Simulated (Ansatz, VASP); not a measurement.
## CdS, level by level in two programs

```xyz
2
Lattice="0.0000 2.8072 2.8072 2.8072 0.0000 2.8072 2.8072 2.8072 0.0000" Properties=species:S:1:pos:R:3 pbc="T T T"
Cd    0.0000    0.0000    0.0000
S     2.8072    2.8072    2.8072
```

Single points on this cell with VASP 6.6.1 and Ansatz 0.2.0. Each row is one pair of runs. Alike in all rows: spin: off; smearing: fermi-dirac, width 0.05 eV; VASP's potentials, cutoff: VASP PAW PBE potentials, release 64 (Cd, S), 520 eV.

```tsv
level	k mesh	Ansatz's potentials, cutoff	pressure (GPa), VASP	pressure (GPa), Ansatz
PBEsol	8 × 8 × 8	Ansatz PAW, 420 eV	-7.2	-7.5
PBE0	4 × 4 × 4	Ansatz PAW, 420 eV	-5.5	-5.7
r2SCAN	8 × 8 × 8	Ansatz PAW, 500 eV	-5.6	-5.9
```

Pressure (GPa): the two programs differ by at most 0.33.

VASP's potentials hold 18 valence electrons a cell and Ansatz's 26, so a difference there can come from the potentials and not from the codes.

The k mesh is coarse in some rows, so the values compare programs but aren't converged.
